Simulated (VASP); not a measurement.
BP:

```
B P
1.0
     0.00000    2.26832    2.31368
     2.26832    0.00000    2.31368
     2.26832    2.26832    0.00000
B P
1 1
Direct
  0.00000 0.00000 0.00000
  0.25000 0.25000 0.25000
```

This cell differs from its parent crystal: uniaxial z strain +2.0%.

Base run:

| Property | Result |
| --- | --- |
| Program | VASP 6.6.1 |
| Functional | PBE |
| Potentials or basis | VASP PAW PBE potentials, release 64 (B, P) |
| Cutoff | 520 eV |
| k mesh | 10 × 10 × 10 |
| Occupations | fermi-dirac, width 0.02 eV |
| Spin | no spin polarisation |

Its results: band gap on the k mesh 1.12 eV, indirect (least direct gap 3.27 eV); pressure -2.1 GPa.

Question: The run is repeated on the same cell with these changes: k mesh from 10 × 10 × 10 to 6 × 6 × 6; occupations from fermi-dirac, width 0.02 eV to gaussian, width 0.01 eV. What comes out?

Answer: Band gap on the k mesh 1.23 eV, indirect (least direct gap 3.27 eV); pressure -2.0 GPa.

A k mesh can miss the band edges.
